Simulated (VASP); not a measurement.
Crystal: SnTe.

```xyz
4
Lattice="5.3968 0.0000 0.0000 -2.6984 4.6737 0.0000 0.0000 0.0000 6.4878" Properties=species:S:1:pos:R:3 pbc="T T T"
Sn    0.0000    3.1158   -0.2983
Sn    2.6984    1.5579    2.9456
Te    0.0000    3.1158    2.7312
Te    2.6984    1.5579    5.9751
```

Base run:

```yaml
Program: VASP 6.6.1
Functional: r2SCAN
Potentials_or_basis: VASP PAW PBE potentials, release 64 (Sn_d, Te)
Cutoff: 520 eV
k_mesh: 6 × 6 × 4
Occupations: gaussian, width 0.01 eV
Spin: no spin polarisation
```

Its results: band gap on the k mesh 0.65 eV (least direct gap 0.85 eV); pressure 0.0 GPa; largest force 0.007 eV/Å.

Problem. After a change of settings the same cell gave: band gap on the k mesh 0.95 eV (least direct gap 1.65 eV); pressure -1.9 GPa; largest force 0.795 eV/Å. Which change was it?
A. k mesh from 6 × 6 × 4 to 8 × 8 × 1
B. k mesh from 6 × 6 × 4, through Γ to 6 × 6 × 4, shifted; further incar settings from ALGO = Normal; EDIFF = 1e-06; NBANDS = 28 to ALGO = Normal; EDIFF = 1e-07; NBANDS = 28; ISYM = 0
C. occupations from gaussian, width 0.01 eV to methfessel-paxton, width 0.05 eV
D. k mesh from 6 × 6 × 4 to 2 × 2 × 2

Solution. A.

Caveats: some runs use coarse meshes; the PAW data sets were made with another functional, which shifts forces and pressure a little; spin-orbit coupling is left out, which moves the levels of the heavy elements; an odd mesh through Γ misses points on the zone boundary, where band edges can lie (at least some runs).
